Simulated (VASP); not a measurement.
Write the native input for VASP 6.6.1 that does the following.

| Quantity | Value |
| --- | --- |
| Task | single point |
| Functional | PBE |
| Potentials or basis | VASP PAW PBE potentials, release 64 (Na_pv, Cl) |
| Cutoff | 520 eV |
| k mesh | 8 × 8 × 8 |
| Occupations | gaussian, width 0.01 eV |
| Spin | no spin polarisation |
| Dipole correction | no |
| Further INCAR settings | ALGO = Normal; EDIFF = 1e-07; NBANDS = 14 |

The structure of NaCl lies in POSCAR:

```
NaCl
1.0
    3.4595458349      0.0000000000      0.0000000000
    0.0000000000      3.4595458349      0.0000000000
    0.0000000000      0.0000000000      3.4595458349
Na Cl
1 1
Direct
    0.0000000000      0.0000000000      0.0000000000
    0.5000000000      0.5000000000      0.5000000000
```

One way to write it, as run:

INCAR

```
SYSTEM = NaCl
PREC = Accurate
ENCUT = 520
EDIFF = 1E-7
ISMEAR = 0
SIGMA = 0.01
LREAL = .False.
LASPH = .True.
NELM = 60
ALGO = Normal
ISIF = 2
LWAVE = .False.
LCHARG = .False.
GGA = PE
NBANDS = 14
```

KPOINTS

```
regular mesh
0
Gamma
  8 8 8
  0 0 0
```

Potentials or basis: VASP PAW PBE potentials, release 64 (Na_pv, Cl).

Run with:

```console
$ cat potpaw_PBE.64/Na_pv/POTCAR potpaw_PBE.64/Cl/POTCAR > POTCAR
$ mpirun -np 1 vasp_std > vasp.out
```

It gave:

```json
{
 "Pressure": "1.1 GPa",
 "Band gap on the k mesh": "4.10 eV, indirect (least direct gap 4.63 eV)"
}
```

Run time: 7.5 s on 1 thread of Intel(R) Xeon(R) 6975P-C (Granite Rapids), on a shared host, peak memory 0.15 GiB.
